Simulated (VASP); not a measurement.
Runs of VASP 6.6.1 on Si4P. The structure is that of space group Pm-3m (No. 221), or close to it. The cells are those of the table. The cell was built from a structure type or drawn by symmetry, and may not be a known phase.

| task | cell | k mesh | cutoff (eV) | gap on the mesh (eV) | pressure (GPa) |
| --- | --- | --- | --- | --- | --- |
| single point | a = 4.380 Å, 5 atoms | 4 × 4 × 4 | 520 | none | 13.8 |
| single point | a = 4.579 Å, 5 atoms | 8 × 8 × 8 | 520 | none | -0.1 |
| single point | a = 4.600 Å, 5 atoms | 4 × 4 × 4 | 520 | none | (a) |
| relaxation of cell and atoms | relaxed from a = 4.380 Å, 5 atoms | 4 × 4 × 4 | 600 | none | 0.0 |

Alike in all rows: level PBE; potentials or basis VASP PAW PBE potentials, release 64 (Si, P); no spin polarisation; smearing gaussian 0.1 eV.

Problem. Fill in the values left out.

Solution. (a) 0.1.

Caveats: the cell stands under pressure (at least some runs).

A gap of «none» marks levels without a gap at the run's occupations.
